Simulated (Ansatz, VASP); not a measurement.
**One calculation of KMgF3, two programs**

The input INCAR:

```
SYSTEM = KMgF3
  PREC = Accurate
  ENCUT = 520
  EDIFF = 1E-6
  ISMEAR = 0
  SIGMA = 0.05
  LREAL = .FALSE.
  LASPH = .TRUE.
  NELM = 60
  ALGO = Normal
  ISIF = 2
  LWAVE = .FALSE.
  LCHARG = .FALSE.
  GGA = PS
  NBANDS = 24
```

The input KPOINTS:

```
Automatic mesh
0
G
  6 6 6
  0 0 0
```

POSCAR

```
KMgF3
1.0
    3.9859000000      0.0149471250      0.0000000000
    0.0149471250      3.9859000000      0.0000000000
    0.0000000000      0.0000000000      3.9859000000
K Mg F
1 1 3
Direct
    0.5000000000      0.5000000000      0.5000000000
    0.0000000000      0.0000000000      0.0000000000
    0.5000000000      0.0000000000      0.0000000000
    0.0000000000      0.5000000000      0.0000000000
    0.0000000000      0.0000000000      0.5000000000
```

Input for Ansatz:

```yaml
crystal:
  lattice:
    - [3.9859, 0.014947125, 0.0]
    - [0.014947125, 3.9859, 0.0]
    - [0.0, 0.0, 3.9859]
  atoms:
    - { symbol: K, position: [0.5, 0.5, 0.5] }
    - { symbol: Mg, position: [0.0, 0.0, 0.0] }
    - { symbol: F, position: [0.5, 0.0, 0.0] }
    - { symbol: F, position: [0.0, 0.5, 0.0] }
    - { symbol: F, position: [0.0, 0.0, 0.5] }
basis:
  ecutwfc: 420
kpoints:
  mp_grid: { grid: [6, 6, 6] }
hamiltonian:
  xc: pbesol
scf:
  occupations: { method: gaussian, width: 0.05 }
output:
  forces: true
  stress: true
  eigenvalues: true
```

Change from the starting cell: strain +0.0075 x Voigt [0, 0, 0, 0, 0, 1], atoms carried along.

Alike in both runs: task single point; functional PBEsol; k mesh 6 × 6 × 6; occupations gaussian, width 0.05 eV; no spin polarisation.

|  | VASP | Ansatz |
| --- | --- | --- |
| version | VASP 6.6.1 | Ansatz 0.2.0 |
| potentials or method | VASP PAW PBE potentials, release 64 (K_sv, Mg, F), cutoff 520 eV | scalar-relativistic, plane waves, PAW |
| valence electrons in the cell | 32 | 40 |

|  | VASP | Ansatz | Ansatz less VASP |
| --- | --- | --- | --- |
| gap on the k mesh at the Fermi level (eV) | 7.12 | 7.14 | +0.023 |
| least direct gap on the mesh (eV) | 7.43 | 7.45 | +0.022 |
| pressure (GPa) | -0.1 | 0.3 | +0.39 |
| traceless stress, the component that is largest in VASP (GPa) | -0.35 | -0.34 | +0.005 |

VASP's potentials were made for PBE, not for PBEsol. VASP's potentials hold 32 valence electrons a cell and Ansatz's 40, so a difference there can come from the potentials and not from the codes.
